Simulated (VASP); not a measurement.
# Hf in VASP: notebook

Runs on Hf. Level: PBE. Tasks: electric field gradients.

All numbers are computed with VASP 6.6.1; they aren't measurements. Logs are shortened: lines on timing, memory, paths and dates and some standing lists are left out, and cuts for length are marked.

**1. The cell of the first run**

The structure is trigonal, space group R-3m (No. 166). Conventional cell: a = 3.108 Å, b = 3.108 Å, c = 7.844 Å, α = 90.00°, β = 90.00°, γ = 120.00°. Within 4.1 Å of Hf (site symmetry -3m) lie 12 Hf at 3.11 to 3.17 Å.

**2. Electric field gradients, PBE (equal xy, yz and zx shear strains of +2 %)**

Contents of INCAR:

```
ALGO     = Normal         # electronic algorithm
EDIFF    = 1E-8           # SCF threshold, eV
ENCUT    = 520            # plane-wave cutoff, eV
GGA      = PE             # functional
ISIF     = 2              # what is computed and relaxed
ISMEAR   = -1             # smearing method
LASPH    = T              # aspherical terms in the spheres
LCHARG   = F              # write CHGCAR
LEFG     = T            
LREAL    = F              # projectors in reciprocal space
LWAVE    = F              # write WAVECAR
NBANDS   = 11             # bands
NELM     = 100            # most SCF steps
PREC     = Accurate       # precision mode
SIGMA    = 0.03           # smearing width, eV
```

Contents of KPOINTS:

```
k-points
0
Gamma
  13 13 13
```

Contents of POSCAR:

```
Hf
1.0
    0.0444000000      2.2422000000      2.2422000000
    2.2422000000      0.0444000000      2.2422000000
    2.2422000000      2.2422000000      0.0444000000
Hf
1
Direct
    0.0000000000      0.0000000000      0.0000000000
```

Potentials or basis: VASP PAW PBE potentials, release 64 (Hf_pv).

Started as:

```
cat potpaw_PBE.64/Hf_pv/POTCAR > POTCAR
mpirun -np 1 vasp_std > vasp.out
```

OUTCAR:

```text
EDIFF = 1E-8
   ENCUT = 520
   GGA = PE
   ISIF = 2
   ISMEAR = -1
   LASPH = T
   LREAL = F
   NELM = 100
   PREC = Accurate

 ion  position               nearest neighbor table
   1  0.000  0.000  0.000-

  LATTYP: Found a trigonal (rhomboedric) cell.
 ALAT       =     3.1712604813
 COS(alpha) =     0.5197000882

  Lattice vectors:

 A1 = (   0.0444000000,   2.2422000000,   2.2422000000)
 A2 = (   2.2422000000,   0.0444000000,   2.2422000000)
 A3 = (   2.2422000000,   2.2422000000,   0.0444000000)

Analysis of symmetry for initial positions (statically):
=====================================================================
 Subroutine PRICEL returns:
 Original cell was already a primitive cell.

 Routine SETGRP: Setting up the symmetry group for a
 trigonal (rhombohedral) supercell.

 Subroutine GETGRP returns: Found 12 space group operations
 (whereof 12 operations were pure point group operations)
 out of a pool of 12 trial point group operations.

The static configuration has the point symmetry D_3d.

Analysis of symmetry for dynamics (positions and initial velocities):
=====================================================================
 Subroutine PRICEL returns:
 Original cell was already a primitive cell.

 Routine SETGRP: Setting up the symmetry group for a
 trigonal (rhombohedral) supercell.

 Subroutine GETGRP returns: Found 12 space group operations
 (whereof 12 operations were pure point group operations)
 out of a pool of 12 trial point group operations.

The dynamic configuration has the point symmetry D_3d.

 Subroutine INISYM returns: Found 12 space group operations
 (whereof 12 operations are pure point group operations),
 and found     1 'primitive' translations

----------------------------------------------------------------------------------------

                                     Primitive cell

  volume of cell :      21.8756

  direct lattice vectors                    reciprocal lattice vectors
     0.044400000  2.242200000  2.242200000    -0.229730622  0.225269833  0.225269833
     2.242200000  0.044400000  2.242200000     0.225269833 -0.229730622  0.225269833
[... 114 lines left out ...]
 non-spin polarized calculation
  energy-cutoff  :      520.00
  volume of cell :       21.88
 maximum number of plane-waves:       600
   NGX = 11   NGY = 11   NGZ = 11

 number of electron      10.0000002 magnetization

 Free energy of the ion-electron system (eV)
  ---------------------------------------------------
  ext. energy  EPLUGINS =         0.00000000
  ---------------------------------------------------
  free energy    TOTEN  =        -9.84447752 eV

  energy without entropy =       -9.84003959  energy(sigma->0) =       -9.84225856

 E-fermi :   4.8868     XC(G=0): -11.3875

 val. band max:        4.8764251543   @ k =  -0.2308  -0.4615   0.1538
 cond. band min:       4.9123328778   @ k =   0.3846   0.3846   0.3846
 fundamental gap:      0.0359077235
 Fermi energy:         4.8867534367

 k-point     1 :       0.0000    0.0000    0.0000
  band No.  band energies     occupation
      1     -25.0686      2.00000
      2     -25.0172      2.00000
      3     -25.0172      2.00000
      4      -2.3885      2.00000
      5       5.9958      0.00000
      6       6.4588      0.00000
      7       6.4588      0.00000
      8       9.1976      0.00000
      9       9.1976      0.00000
     10      16.2797      0.00000
     11      18.0435      0.00000
[... 309 lines left out ...]
 k-point    24 :       0.4615    0.1538    0.0000
  band No.  band energies     occupation
      1     -25.8034      2.00000
      2     -25.2529      2.00000
      3     -25.2146      2.00000
      4       1.7344      2.00000
      5       4.4916      2.00000
      6       5.5967      0.00000
      7       6.7809      0.00000
      8      11.0456      0.00000
      9      11.4434      0.00000
     10      14.7407      0.00000
     11      17.9939      0.00000

 [... further k-points ...]
[... 5 lines left out ...]
  --------------------------------------------------------------------------------------
  -------------------------------------------------------------------------------------
  Total        0.3972230      0.3972230      0.3972230     -0.1917461     -0.1917461     -0.1917461
  in kB       29.0927973     29.0927973     29.0927973    -14.0435741    -14.0435741    -14.0435741
  external PRESSURE =      29.0927973 kB  Pullay stress =       0.0000000 kB

 VOLUME and BASIS-vectors are now :
 -----------------------------------------------------------------------------
  energy-cutoff  :      520.00
  volume of cell :       21.88
      direct lattice vectors                 reciprocal lattice vectors
     0.044400000  2.242200000  2.242200000    -0.229730622  0.225269833  0.225269833
     2.242200000  0.044400000  2.242200000     0.225269833 -0.229730622  0.225269833
     2.242200000  2.242200000  0.044400000     0.225269833  0.225269833 -0.229730622

 POSITION                                       TOTAL-FORCE (eV/Angst)
 -----------------------------------------------------------------------------------
      0.00000      0.00000      0.00000         0.000000     -0.000000      0.000000
 -----------------------------------------------------------------------------------
    total drift:                                0.000000      0.000000      0.000000

  FREE ENERGIE OF THE ION-ELECTRON SYSTEM (eV)
  ---------------------------------------------------
  free  energy   TOTEN  =        -9.8444775239 eV

  energy  without entropy=       -9.8400395871  energy(sigma->0) =       -9.84225856

 Electric field gradients (V/A^2)
---------------------------------------------------------------------
 ion       V_xx      V_yy      V_zz      V_xy      V_xz      V_yz
---------------------------------------------------------------------
   1      -0.000     0.000     0.000   -18.434   -18.434   -18.434
---------------------------------------------------------------------

 Electric field gradients after diagonalization (V/A^2)
 (convention: |V_zz| > |V_xx| > |V_yy|)
----------------------------------------------------------------------
 ion       V_xx      V_yy      V_zz     asymmetry (V_yy - V_xx)/ V_zz
----------------------------------------------------------------------
   1      18.434    18.434   -36.869       0.000
----------------------------------------------------------------------

           NMR quadrupolar parameters

 Cq : quadrupolar parameter    Cq=e*Q*V_zz/h
 eta: asymmetry parameters     (V_yy - V_xx)/ V_zz
 Q  : nuclear electric quadrupole moment in mb (millibarn)
----------------------------------------------------------------------
 ion       Cq(MHz)       eta       Q (mb)
----------------------------------------------------------------------
   1      -0.089       0.000       1.000
----------------------------------------------------------------------
```

OSZICAR:

```text
N       E                     dE             d eps       ncg     rms          rms(c)
DAV:   1     0.131863301889E+02    0.13186E+02   -0.57188E+03  5114   0.842E+02
DAV:   2    -0.970681598401E+01   -0.22893E+02   -0.22136E+02  6356   0.156E+02
DAV:   3    -0.101655860090E+02   -0.45877E+00   -0.45235E+00  6427   0.151E+01
DAV:   4    -0.101672364645E+02   -0.16505E-02   -0.16502E-02  5775   0.110E+00
DAV:   5    -0.101672456046E+02   -0.91401E-05   -0.91397E-05  6447   0.730E-02    0.462E+01
DAV:   6    -0.992903420678E+01    0.23821E+00   -0.19937E-01  5763   0.337E+00    0.277E+01
DAV:   7    -0.984863517489E+01    0.80399E-01   -0.31846E-01  5970   0.412E+00    0.137E+00
DAV:   8    -0.984443155850E+01    0.42036E-02   -0.23995E-02  5730   0.109E+00    0.652E-02
DAV:   9    -0.984447743808E+01   -0.45880E-04   -0.43020E-04  6097   0.159E-01    0.508E-02
DAV:  10    -0.984447770784E+01   -0.26976E-06   -0.25144E-05  5915   0.389E-02    0.435E-02
DAV:  11    -0.984447758253E+01    0.12531E-06   -0.37167E-06  6092   0.144E-02    0.201E-03
DAV:  12    -0.984447757175E+01    0.10776E-07   -0.57328E-08  6170   0.224E-03    0.292E-03
DAV:  13    -0.984447752030E+01    0.51451E-07   -0.13248E-09  3806   0.315E-04    0.317E-04
DAV:  14    -0.984447752394E+01   -0.36423E-08   -0.14355E-10  3402   0.112E-04
   1 F= -.98444775E+01 E0= -.98422586E+01  d E =-.443794E-02
```

stdout:

```text
POSCAR found type information on POSCAR Hf
 POSCAR found :  1 types and       1 ions
 scaLAPACK will be used
 LDA part: xc-table for (Slater+PW92), standard interpolation
 POSCAR, INCAR and KPOINTS ok, starting setup
 FFT: planning ... GRIDC
 FFT: planning ... GRID_SOFT
 FFT: planning ... GRID
 WAVECAR not read
 entering main loop
ion   1
```

It took 24 s on 1 thread of Intel Xeon Platinum 8488C (Sapphire Rapids), shared host; peak memory 0.18 GiB.

Results:

```yaml
Free_energy: -9.8445 eV
Pressure: 2.9 GPa
Band_gap_on_the_k_mesh: zero (band 5 reaches 6.04 eV, above the bottom of band 6 at 4.32 eV)
```

Levels at points of the mesh, in eV from the Fermi level:
| k point | band 3 | band 4 | band 5 | band 6 | band 7 | band 8 |
| --- | --- | --- | --- | --- | --- | --- |
| (0.00, 0.00, 0.00) | -29.90 | -7.28 | 1.11 | 1.57 | 1.57 | 4.31 |

Electric field gradients, principal values (V/Å²):
```tsv
atom	least	middle	greatest (by size)
1 Hf	18.434	18.434	-36.869
```

Caveat: the cell differs from its parent crystal (equal xy, yz and zx shear strains of +2 %); without QUAD_EFG the Cq values of the log hold for a quadrupole moment of 1 mb, not for the nuclei; spin-orbit coupling is left out, which moves the levels of the heavy elements.

**3. Electric field gradients, PBE (zz strain of +2 %)**

Contents of INCAR:

```
SYSTEM = Hf
  PREC = Accurate
  ENCUT = 520
  EDIFF = 1E-8
  ISMEAR = -1
  SIGMA = 0.03
  LREAL = .FALSE.
  LASPH = .TRUE.
  NELM = 100
  ALGO = Normal
  ISIF = 2
  LWAVE = .FALSE.
  LCHARG = .FALSE.
  GGA = PE
  LEFG = .TRUE.
  NBANDS = 11
```

Contents of KPOINTS:

```
Automatic mesh
0
G
  13 13 13
  0 0 0
```

Contents of POSCAR:

```
Hf
1.0
    0.0000000000      2.2200000000      2.2644000000
    2.2200000000      0.0000000000      2.2644000000
    2.2200000000      2.2200000000      0.0000000000
Hf
1
Direct
    0.0000000000      0.0000000000      0.0000000000
```

Potentials or basis: VASP PAW PBE potentials, release 64 (Hf_pv).

Started as:

```
cat potpaw_PBE.64/Hf_pv/POTCAR > POTCAR
mpirun -np 1 vasp_std > vasp.out
```

OUTCAR:

```text
SYSTEM = Hf
   PREC = Accurate
   ENCUT = 520
   EDIFF = 1E-8
   ISMEAR = -1
   LREAL = .FALSE.
   LASPH = .TRUE.
   NELM = 100
   ISIF = 2
   GGA = PE

 ion  position               nearest neighbor table
   1  0.000  0.000  0.000-

  LATTYP: Found a body centered tetragonal cell.
 ALAT       =     3.1395541085
 C/A-ratio  =     1.4424978336

  Lattice vectors:

 A1 = (  -2.2200000000,   0.0000000000,   2.2644000000)
 A2 = (   2.2200000000,   0.0000000000,   2.2644000000)
 A3 = (   0.0000000000,   2.2200000000,  -2.2644000000)

Analysis of symmetry for initial positions (statically):
=====================================================================
 Subroutine PRICEL returns:
 Original cell was already a primitive cell.

 Routine SETGRP: Setting up the symmetry group for a
 body centered tetragonal supercell.

 Subroutine GETGRP returns: Found 16 space group operations
 (whereof 16 operations were pure point group operations)
 out of a pool of 16 trial point group operations.
[... 518 lines left out ...]
 -----------------------------------------------------------------------------
  energy-cutoff  :      520.00
  volume of cell :       22.32
      direct lattice vectors                 reciprocal lattice vectors
     0.000000000  2.220000000  2.264400000    -0.225225225  0.225225225  0.220809044
     2.220000000  0.000000000  2.264400000     0.225225225 -0.225225225  0.220809044
     2.220000000  2.220000000  0.000000000     0.225225225  0.225225225 -0.220809044

 POSITION                                       TOTAL-FORCE (eV/Angst)
 -----------------------------------------------------------------------------------
      0.00000      0.00000      0.00000        -0.000000      0.000000     -0.000000
 -----------------------------------------------------------------------------------
    total drift:                               -0.000000      0.000000      0.000000

  FREE ENERGIE OF THE ION-ELECTRON SYSTEM (eV)
  ---------------------------------------------------
  free  energy   TOTEN  =        -9.8543646729 eV

  energy  without entropy=       -9.8500069354  energy(sigma->0) =       -9.85218580

 Electric field gradients (V/A^2)
---------------------------------------------------------------------
 ion       V_xx      V_yy      V_zz      V_xy      V_xz      V_yz
---------------------------------------------------------------------
   1       6.379     6.379   -12.758    -0.001    -0.000    -0.000
---------------------------------------------------------------------

 Electric field gradients after diagonalization (V/A^2)
 (convention: |V_zz| > |V_xx| > |V_yy|)
----------------------------------------------------------------------
 ion       V_xx      V_yy      V_zz     asymmetry (V_yy - V_xx)/ V_zz
----------------------------------------------------------------------
   1       6.380     6.378   -12.758       0.000
----------------------------------------------------------------------

           NMR quadrupolar parameters

 Cq : quadrupolar parameter    Cq=e*Q*V_zz/h
 eta: asymmetry parameters     (V_yy - V_xx)/ V_zz
 Q  : nuclear electric quadrupole moment in mb (millibarn)
----------------------------------------------------------------------
 ion       Cq(MHz)       eta       Q (mb)
----------------------------------------------------------------------
   1      -0.031       0.000       1.000
----------------------------------------------------------------------
```

Wall time 24 s (1 thread of Intel Xeon Platinum 8259CL at 2.50GHz (Skylake/Cascade Lake), shared host); peak memory 0.17 GiB.

Results:

```yaml
Free_energy: -9.8544 eV
Pressure: 0.6 GPa
Band_gap_on_the_k_mesh: zero (band 5 reaches 6.01 eV, above the bottom of band 6 at 4.13 eV)
```

Stress tensor (GPa, compression positive):
```
 0.97  0.00  0.00
 0.00  0.97  0.00
 0.00  0.00 -0.16
```

Electric field gradients, principal values (V/Å²):
```
atom  least  middle  greatest (by size)
1 Hf  6.378   6.380             -12.758
```

Caveat: the cell differs from its parent crystal (zz strain of +2 %); without QUAD_EFG the Cq values of the log hold for a quadrupole moment of 1 mb, not for the nuclei; spin-orbit coupling is left out, which moves the levels of the heavy elements.
